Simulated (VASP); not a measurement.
ZnS:

```xyz
2
Lattice="0.0000 2.7215 2.7215 2.7215 0.0000 2.7215 2.7215 2.7215 0.0000" Properties=species:S:1:pos:R:3 pbc="T T T"
Zn    1.3607    1.3607    1.3607
S     0.0000    0.0000    0.0000
```

```yaml
Program: VASP 6.6.1
Task: relaxation of cell and atoms
Functional: LDA
Potentials_or_basis: VASP PAW LDA potentials, release 64 (Zn, S)
Cutoff: 600 eV
k_mesh: 8 × 8 × 8
Occupations: fermi-dirac, width 0.02 eV
Spin: no spin polarisation
```

At the start: pressure -5.6 GPa; volume 20.16 Å³/atom.

How do energy, volume and symmetry change on relaxing?

Over 3 steps the energy falls by 29.2 meV/atom and the volume is 18.62 Å³/atom (-7.6 %); space group F-43m (No. 216, to 0.1 Å) before and after.

Step by step:
```tsv
step	energy change (eV)	largest force (eV/Å)	pressure (GPa)	volume (Å³)
1	0.0000	0.0000	-5.64	40.31
2	-0.0517	0.0000	2.29	36.31
3	-0.0585	0.0000	0.04	37.24
```

Final structure:
```cif
data_structure
_symmetry_space_group_name_H-M 'P 1'
_symmetry_Int_Tables_number 1
_cell_length_a 3.7484
_cell_length_b 3.7484
_cell_length_c 3.7484
_cell_angle_alpha 60.000
_cell_angle_beta 60.000
_cell_angle_gamma 60.000
_cell_volume 37.24
loop_
_atom_site_label
_atom_site_type_symbol
_atom_site_fract_x
_atom_site_fract_y
_atom_site_fract_z
_atom_site_occupancy
Zn1 Zn 0.25000 0.25000 0.25000 1
S1 S 0.00000 0.00000 0.00000 1
```
